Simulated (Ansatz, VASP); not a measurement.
## One calculation of Nb, two programs

```
Nb
1.0
     0.00000    2.08493    2.08493
     2.08493    0.00000    2.08493
     2.08493    2.08493    0.00000
Nb
1
Direct
  0.00000 0.00000 0.00000
```

Alike in both runs: task relaxation of cell and atoms; functional PBE; k mesh 17 × 17 × 17; occupations fermi-dirac, width 0.05 eV; no spin polarisation.

|  | VASP | Ansatz |
| --- | --- | --- |
| version | VASP 6.6.1 | Ansatz 0.2.0 |
| potentials or method | VASP PAW PBE potentials, release 64 (Nb_sv) | PAW with Ansatz's default frozen-core files, scalar-relativistic |
| plane-wave cutoff (eV) | 600 | 420 |
| valence electrons in the cell | 13 | 13 |

Ansatz gave:

| Property | Result |
| --- | --- |
| relaxed volume (Å³/atom) | 18.77 |
| relaxed cell length with the largest relative difference (Å) | 2.983 |

**Question.** Which values does VASP return?

**Answer.** Relaxed volume (Å³/atom): 18.73; relaxed cell length with the largest relative difference (Å): 2.981.
